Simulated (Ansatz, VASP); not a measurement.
## Two plane-wave programs on Sr2Li3Mo

INCAR

```
  PREC = Accurate
  ENCUT = 520
  EDIFF = 1E-6
  ISMEAR = 0
  SIGMA = 0.1
  LREAL = F
  LASPH = T
  NELM = 150
  ALGO = Normal
  ISIF = 2
  LWAVE = F
  LCHARG = F
  ISPIN = 2
  MAGMOM = 0 0 0 0 0 1
  LORBIT = 11
  LMAXMIX = 4
  GGA = PE
  NBANDS = 34
```

Contents of KPOINTS:

```
regular mesh
0
Gamma
  6 6 4
```

The input POSCAR:

```
Sr2Li3Mo
1.0
    5.3230022661      0.0000000000      0.0000000000
   -2.6615011330      4.6098551868      0.0000000000
    0.0000000000      0.0000000000      6.5754044251
Li Sr Mo
3 2 1
Direct
    0.6666666667      0.3333333333      0.3119521183
    0.3333333333      0.6666666667      0.6880478817
    0.0000000000      0.0000000000      0.5000000000
    0.6666666667      0.3333333333      0.8245783484
    0.3333333333      0.6666666667      0.1754216516
    0.0000000000      0.0000000000      0.0000000000
```

Input for Ansatz:

```yaml
crystal:
  lattice:
    - [5.3230022661, 0.0, 0.0]
    - [-2.661501133, 4.6098551868, 0.0]
    - [0.0, 0.0, 6.5754044251]
  atoms:
    - { symbol: Li, position: [0.6666666667, 0.3333333333, 0.3119521183] }
    - { symbol: Li, position: [0.3333333333, 0.6666666667, 0.6880478817] }
    - { symbol: Li, position: [0.0, 0.0, 0.5] }
    - { symbol: Sr, position: [0.6666666667, 0.3333333333, 0.8245783484] }
    - { symbol: Sr, position: [0.3333333333, 0.6666666667, 0.1754216516] }
    - { symbol: Mo, position: [0.0, 0.0, 0.0], spin: 1.0 }
basis:
  ecutwfc: 420
kpoints:
  mp_grid: { grid: [6, 6, 4] }
hamiltonian:
  xc: pbe
scf:
  occupations: { method: gaussian, width: 0.1 }
  lower_state_search: "off"
output:
  forces: true
  stress: true
  eigenvalues: true
  populations: true
magnetization:
  spin_polarized: true
```

Change from the starting cell: species swapped into the Li3SmSb2 type (P-3m1, No. 164).

Alike in both runs: task single point; functional PBE; k mesh 6 × 6 × 4; occupations gaussian, width 0.1 eV; collinear spin.

```csv
,VASP,Ansatz
version,VASP 6.6.1,Ansatz 0.2.0
potentials or method,"VASP PAW PBE potentials, release 64 (Li_sv, Sr_sv, Mo_sv), cutoff 520 eV","scalar-relativistic, plane waves, PAW"
valence electrons in the cell,43,43
```

```tsv
	VASP	Ansatz	Ansatz less VASP
gap on the k mesh at the Fermi level (eV)	none	none	-
rms of the force components (eV/Å)	0.091	0.087	-0.0036
net moment per atom (μB)	0.44	0.44	0.000
size of the moment on the site where the two differ most (μB)	2.47	2.59	+0.121
```

Site moments also hang on the region over which each program counts them. Atom by atom the forces differ by 0.004 eV/Å (rms over components). A gap of «none» marks a metal or a gap that the smearing closes.

Noted on VASP's run: the cutoff is short for stress, so the pressure is rough.
